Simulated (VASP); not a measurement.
Crystal: CdSe.

```xyz
2
Lattice="0.0000 2.8740 2.8740 2.8740 0.0000 2.8740 2.8740 2.8740 0.0000" Properties=species:S:1:pos:R:3 pbc="T T T"
Cd    0.0000    0.0000    0.0000
Se    2.8740    2.8740    2.8740
```

Base run:

```yaml
Program: VASP 6.6.1
Functional: PBEsol
Potentials_or_basis: VASP PAW PBE potentials, release 64 (Cd, Se)
Cutoff: 520 eV
k_mesh: 6 × 6 × 6
Occupations: fermi-dirac, width 0.05 eV
Spin: non-collinear spin, zero start, spin-orbit coupling
Starting_moments: "[[0.0, 0.0, 0.0], [0.0, 0.0, 0.0]] μB"
```

Its results: pressure -3.4 GPa; net moment 0.00 μB per cell.

Question: After a change of settings the same cell gave: pressure 0.1 GPa; net moment 0.00 μB per cell. Which change was it?
A. functional from PBEsol to HSE06; cutoff from 520 eV to 400 eV; k mesh from 6 × 6 × 6 to 4 × 4 × 4
B. functional from PBEsol to PBE; further incar settings from ALGO = Normal; EDIFF = 1e-06; NBANDS = 30 to ALGO = Normal; EDIFF = 1e-07; NBANDS = 30
C. k mesh from 6 × 6 × 6 to 8 × 8 × 8
D. functional from PBEsol to LDA; potentials or basis from VASP PAW PBE potentials, release 64 (Cd, Se) to VASP PAW LDA potentials, release 64 (Cd, Se)

Answer: B.

Caveats: the cell stands under tension (at least some runs); the PAW data sets were made with another functional, which shifts forces and pressure a little (at least some runs).
